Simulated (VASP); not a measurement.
CsPbBr3, 5 atoms in the cell. Symmetry: Pm-3m, No. 221, cubic system. The conventional cell has a = 5.750 Å, b = 5.750 Å, c = 5.750 Å, α = 90.00°, β = 90.00°, γ = 90.00°. Within 3.8 Å of Pb (site symmetry m-3m) lie 6 Br at 2.88 Å. Cs (site symmetry m-3m) has 12 Br at 4.07 Å and 8 Pb at 4.98 Å within 5.3 Å. Within 3.8 Å of Br (site symmetry 4/mmm) lie 2 Pb at 2.88 Å. 

* Program: VASP 6.6.1
* Task: single point
* Functional: PBEsol
* Potentials or basis: VASP PAW PBE potentials, release 64 (Pb_d, Cs_sv, Br)
* Cutoff: 520 eV
* k mesh: 5 × 5 × 5
* Occupations: fermi-dirac, width 0.05 eV
* Spin: no spin polarisation
* Dipole correction: no
* Further INCAR settings: ALGO = Normal; EDIFF = 1e-06; NBANDS = 30

Potentials or basis: VASP PAW PBE potentials, release 64 (Pb_d, Cs_sv, Br).

Command:

```console
$ cat potpaw_PBE.64/Pb_d/POTCAR potpaw_PBE.64/Cs_sv/POTCAR potpaw_PBE.64/Br/POTCAR > POTCAR
$ mpirun -np 1 vasp_std > vasp.out
```

Hardware: 1 thread of AMD EPYC 7R13, on a shared host.

**Question.** Estimate the wall time of this run.

**Answer.** Wall time 2.3 min on 1 thread of AMD EPYC 7R13, on a shared host, peak memory 0.31 GiB. Counts: scf iterations 13, k points 10.
